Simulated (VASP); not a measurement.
## Ag: relaxation of cell and atoms with r2SCAN

The system is Ag.

```
CELL_PARAMETERS angstrom
-1.65565 1.65565 1.65565
1.65565 -1.65565 1.65565
1.65565 1.65565 -1.65565
ATOMIC_POSITIONS crystal
Ag 0.00000 0.00000 0.00000
```

```
Program                : VASP 6.6.1
Task                   : relaxation of cell and atoms
Functional             : r2SCAN
Potentials or basis    : VASP PAW PBE potentials, release 64 (Ag)
Cutoff                 : 600 eV
k mesh                 : 18 × 18 × 18
Occupations            : gaussian, width 0.1 eV
Spin                   : no spin polarisation
Dipole correction      : no
Further INCAR settings : ALGO = Normal; EDIFF = 1e-06; IBRION = 2; EDIFFG = -0.005; NSW = 100; ISIF = 3
```

| Quantity | Value |
| --- | --- |
| Relaxed volume | 17.48 Å³/atom |
| Relaxed cell | a = 2.832 Å, b = 2.832 Å, c = 2.832 Å, α = 109.47°, β = 109.47°, γ = 109.47° |
| Space group after relaxing (to 0.05 Å) | Im-3m (No. 229) |
| Energy gained by relaxing | 7.5 meV/atom |
| Ionic steps | 3 |
| Pressure after relaxing | 0.0 GPa |

Step by step:
```
step  energy change (eV)  largest force (eV/Å)  pressure (GPa)  volume (Å³)
   1              0.0000                0.0000           -3.40        18.15
   2             -0.0055                0.0000            1.95        17.16
   3             -0.0075                0.0000            0.01        17.48
```

Final structure:
```
Ag
1.0
    -1.63493    1.63493    1.63493
     1.63493   -1.63493    1.63493
     1.63493    1.63493   -1.63493
Ag
1
Direct
  0.00000 0.00000 0.00000
```

Levels at points of the mesh, in eV from the Fermi level:
```tsv
k point	band 2	band 3	band 4	band 5	band 6	band 7	band 8	band 9
(0.00, 0.00, 0.00)	-5.20	-5.20	-5.20	-3.89	-3.89	18.59	18.59	18.59
(0.50, 0.00, 0.00)	-5.96	-3.95	-3.78	-2.90	0.04	4.12	13.78	14.85
(0.50, 0.50, 0.50)	-6.60	-3.14	-3.14	-3.14	7.14	7.14	7.14	12.94
```

It took 2.9 min on 1 thread of Intel(R) Xeon(R) Platinum 8259CL CPU @ 2.50GHz (Skylake/Cascade Lake) (shared host), peak memory 0.19 GiB.

Caveat: the PAW data sets were made with another functional, which shifts forces and pressure a little.
